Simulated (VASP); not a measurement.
# KBr in VASP: further runs

The runs below take KBr through single point, with PBE.

Everything below comes from runs of VASP 6.6.1. Logs are shortened: lines on timing, memory, paths and dates and some standing lists are left out, and cuts for length are marked.

## 1. The cell of the first run

The cell holds a wire or tube with vacuum around it, 2 atoms: a = 10.400 Å, b = 9.300 Å, c = 6.046 Å, α = 90.00°, β = 90.00°, γ = 90.00°.

## 2. Single point, PBE, collinear spin

Contents of INCAR:

```
SYSTEM = KBr
PREC = Accurate
ENCUT = 520
EDIFF = 1E-7
ISMEAR = 0
SIGMA = 0.05
LREAL = .FALSE.
LASPH = .TRUE.
NELM = 150
ALGO = Normal
ISIF = 2
LWAVE = .FALSE.
LCHARG = .FALSE.
ISPIN = 2
MAGMOM = 0.5 0.5
LORBIT = 11
GGA = PE
NBANDS = 19
```

Contents of KPOINTS:

```
regular mesh
0
G
  1 1 12
  0 0 0
```

Contents of POSCAR:

```
KBr
1.0
   10.4000000000      0.0000000000      0.0000000000
    0.0000000000      9.3000000000      0.0000000000
    0.0000000000      0.0000000000      6.0458280153
K Br
1 1
Direct
    0.4999347644      0.5000000000      0.0000000000
    0.5000652356      0.5000000000      0.5000000000
```

Potentials or basis: VASP PAW PBE potentials, release 64 (K_sv, Br).

Run with:

```bash
$ cat potpaw_PBE.64/K_sv/POTCAR potpaw_PBE.64/Br/POTCAR > POTCAR
$ mpirun -np 1 vasp_std > vasp.out
```

OUTCAR:

```text
SYSTEM = KBr
   PREC = Accurate
   ENCUT = 520
   EDIFF = 1E-7
   ISMEAR = 0
   LREAL = .FALSE.
   LASPH = .TRUE.
   NELM = 150
   ISIF = 2
   ISPIN = 2
   LORBIT = 11
   GGA = PE

 ion  position               nearest neighbor table
   1  0.500  0.500  0.000-   2 3.02   2 3.02
   2  0.500  0.500  0.500-   1 3.02   1 3.02

  LATTYP: Found a simple orthorhombic cell.
 ALAT       =     6.0458280153
 B/A-ratio  =     1.5382508362
 C/A-ratio  =     1.7201944835

  Lattice vectors:

 A1 = (   0.0000000000,   0.0000000000,  -6.0458280153)
 A2 = (   0.0000000000,   9.3000000000,   0.0000000000)
 A3 = (  10.4000000000,   0.0000000000,   0.0000000000)

Analysis of symmetry for initial positions (statically):
=====================================================================
 Subroutine PRICEL returns:
 Original cell was already a primitive cell.

 Routine SETGRP: Setting up the symmetry group for a
 simple orthorhombic supercell.

 Subroutine GETGRP returns: Found  4 space group operations
 (whereof  4 operations were pure point group operations)
 out of a pool of  8 trial point group operations.

The static configuration has the point symmetry C_2v.

Analysis of symmetry for dynamics (positions and initial velocities):
=====================================================================
 Subroutine PRICEL returns:
 Original cell was already a primitive cell.

 Routine SETGRP: Setting up the symmetry group for a
 simple orthorhombic supercell.

 Subroutine GETGRP returns: Found  4 space group operations
 (whereof  4 operations were pure point group operations)
 out of a pool of  8 trial point group operations.

The dynamic configuration has the point symmetry C_2v.

Analysis of structural, dynamic, and magnetic symmetry:
=====================================================================
 Subroutine PRICEL returns:
 Original cell was already a primitive cell.

 Routine SETGRP: Setting up the symmetry group for a
 simple orthorhombic supercell.

 Subroutine GETGRP returns: Found  4 space group operations
 (whereof  4 operations were pure point group operations)
 out of a pool of  8 trial point group operations.

The overall configuration has the point symmetry C_2v.

 Subroutine INISYM returns: Found  4 space group operations
 (whereof  4 operations are pure point group operations),
 and found     1 'primitive' translations

----------------------------------------------------------------------------------------

[... 98 lines left out ...]
   LORBIT       =     11    0 simple, 1 ext, 2 COOP (PROOUT), +10 PAW based schemes
   GGA     = PE    functional components
   LHFCALC =     F    Hartree Fock is set to
   AEXX    =    0.0000 exact exchange contribution
   IVDW    =     0    specifies the selected vdW correction
   LEPSILON=     F    determine dielectric tensor
   LRPA    =     F    only Hartree local field effects (RPA)
 spin polarized calculation
 Gauss-broadening in eV      SIGMA  =   0.05
  energy-cutoff  :      520.00
  volume of cell :      584.75
 maximum number of plane-waves:     15803
 NGX is ok and might be reduce to    80
   NGX = 39   NGY = 35   NGZ = 23

 number of electron      15.9999998 magnetization       0.0000001

 number of electron      15.9999998 magnetization      -0.0000012

 Free energy of the ion-electron system (eV)
  ---------------------------------------------------
  ext. energy  EPLUGINS =         0.00000000
  ---------------------------------------------------
  free energy    TOTEN  =        -5.37669231 eV

  energy without entropy =       -5.37669231  energy(sigma->0) =       -5.37669231

 E-fermi :  -4.7522     XC(G=0):  -1.6772

 val. band max:       -5.0559663944   @ k =   0.0000   0.0000   0.0000
 cond. band min:      -0.8888217683   @ k =   0.0000   0.0000   0.0000
 fundamental gap:      4.1671446261
 Fermi energy:        -4.7522147330

 spin component 1

 k-point     1 :       0.0000    0.0000    0.0000
  band No.  band energies     occupation
      1     -34.1363      1.00000
      2     -17.6855      1.00000
      3     -17.6854      1.00000
      4     -17.5431      1.00000
      5     -16.9582      1.00000
      6      -5.2130      1.00000
[... 130 lines left out ...]
      5     -16.5308      1.00000
      6      -5.7843      1.00000
[... 11 lines left out ...]
     18       2.3878      0.00000
     19       2.7817      0.00000
 Fermi energy:        -4.7522147330

 spin component 2

 k-point     1 :       0.0000    0.0000    0.0000
  band No.  band energies     occupation
      1     -34.1363      1.00000
      2     -17.6855      1.00000
      3     -17.6854      1.00000
      4     -17.5431      1.00000
      5     -16.9582      1.00000
      6      -5.2130      1.00000
[... 131 lines left out ...]
      6      -5.7843      1.00000
[... 11 lines left out ...]
     18       2.3882      0.00000
     19       2.7922      0.00000

------------------------ aborting loop because EDIFF is reached ----------------------------------------

  FORCE on cell =-STRESS in cart. coord.  units (eV):
  Direction    XX          YY          ZZ          XY          YZ          ZX
  --------------------------------------------------------------------------------------
  -------------------------------------------------------------------------------------
  Total       -0.0000875      0.0170422      0.0532473      0.0000000      0.0000000      0.0000000
  in kB       -0.0002397      0.0466943      0.1458936      0.0000000      0.0000000      0.0000000
  external PRESSURE =       0.0641161 kB  Pullay stress =       0.0000000 kB

 VOLUME and BASIS-vectors are now :
 -----------------------------------------------------------------------------
  energy-cutoff  :      520.00
  volume of cell :      584.75
      direct lattice vectors                 reciprocal lattice vectors
    10.400000000  0.000000000  0.000000000     0.096153846  0.000000000  0.000000000
     0.000000000  9.300000000  0.000000000     0.000000000  0.107526882  0.000000000
     0.000000000  0.000000000  6.045828015     0.000000000  0.000000000  0.165403316

 POSITION                                       TOTAL-FORCE (eV/Angst)
 -----------------------------------------------------------------------------------
      5.19932      4.65000      0.00000         0.000072      0.000000      0.000000
      5.20068      4.65000      3.02291        -0.000072      0.000000      0.000000
 -----------------------------------------------------------------------------------
    total drift:                               -0.000011     -0.000000      0.000000

  FREE ENERGIE OF THE ION-ELECTRON SYSTEM (eV)
  ---------------------------------------------------
  free  energy   TOTEN  =        -5.3766923067 eV

  energy  without entropy=       -5.3766923067  energy(sigma->0) =       -5.37669231

 total charge

# of ion       s       p       d       tot
------------------------------------------
    1        1.956   5.577   0.023   7.557
    2        1.599   3.287   0.001   4.887
--------------------------------------------------
tot          3.556   8.864   0.024  12.444

 magnetization (x)

# of ion       s       p       d       tot
------------------------------------------
    1       -0.000   0.000   0.000   0.000
    2       -0.000  -0.000  -0.000  -0.000
--------------------------------------------------
tot         -0.000  -0.000   0.000  -0.000
```

Wall time 7.8 min (1 thread of AMD EPYC 7R43 (Zen 3), shared host); peak memory 0.78 GiB.

What came out:

- Free energy: -5.3767 eV
- Band gap on the k mesh: 4.17 eV
- Net moment: 0.00 μB per cell
- Valence electrons inside the program's atomic spheres: K 7.56; Br 4.89

## 3. Single point, PBE, collinear spin

This run uses another cell than the first one.

Contents of INCAR:

```
  PREC = Accurate
  ENCUT = 520
  EDIFF = 1E-7
  ISMEAR = 0
  SIGMA = 0.05
  LREAL = False
  LASPH = True
  NELM = 150
  ALGO = Normal
  ISIF = 2
  LWAVE = False
  LCHARG = True
  ISPIN = 2
  MAGMOM = 0.5 0.5
  LORBIT = 11
  GGA = PE
  LELF = True
  LVHAR = True
  NBANDS = 19
```

Contents of KPOINTS:

```
Automatic mesh
0
Gamma
  1 1 20
```

Contents of POSCAR:

```
KBr
1.0
   11.7000000000      0.0000000000      0.0000000000
    0.0000000000      9.3000000000      0.0000000000
    0.0000000000      0.0000000000      6.0501742720
K Br
1 1
Direct
    0.4989594850      0.5000000000      0.0000000000
    0.5010405150      0.5000000000      0.5000000000
```

Potentials or basis: VASP PAW PBE potentials, release 64 (K_sv, Br).

Run with:

```bash
$ cat potpaw_PBE.64/K_sv/POTCAR potpaw_PBE.64/Br/POTCAR > POTCAR
$ mpirun -np 1 vasp_std > vasp.out
```

It took 18 min on 1 thread of AMD EPYC 7R43 (Zen 3), shared host; peak memory 0.95 GiB.

It converged, with:

```
Free energy                                           : -5.3772 eV
Band gap on the k mesh                                : 4.19 eV
Net moment                                            : 0.00 μB per cell
Valence electrons inside the program's atomic spheres : K 7.56; Br 4.89
```

Levels at points of the mesh, in eV from the valence-band top:
Spin up:
| k point | band 4 | band 5 | band 6 | band 7 | band 8 | band 9 | band 10 | band 11 | band 12 | band 13 |
| --- | --- | --- | --- | --- | --- | --- | --- | --- | --- | --- |
| (0.00, 0.00, 0.00) | -12.49 | -11.90 | -0.16 | 0.00 | 0.00 | 4.19 | 5.73 | 5.90 | 6.23 | 6.23 |
| (0.00, 0.00, 0.50) | -12.63 | -11.48 | -0.73 | -0.04 | -0.04 | 5.03 | 5.73 | 6.11 | 6.37 | 6.78 |
Spin down:
```csv
k point,band 6,band 7,band 8,band 9,band 10,band 11
"(0.00, 0.00, 0.00)",-0.16,0.00,0.00,4.19,5.73,5.90
"(0.00, 0.00, 0.50)",-0.73,-0.04,-0.04,5.03,5.73,6.11
```
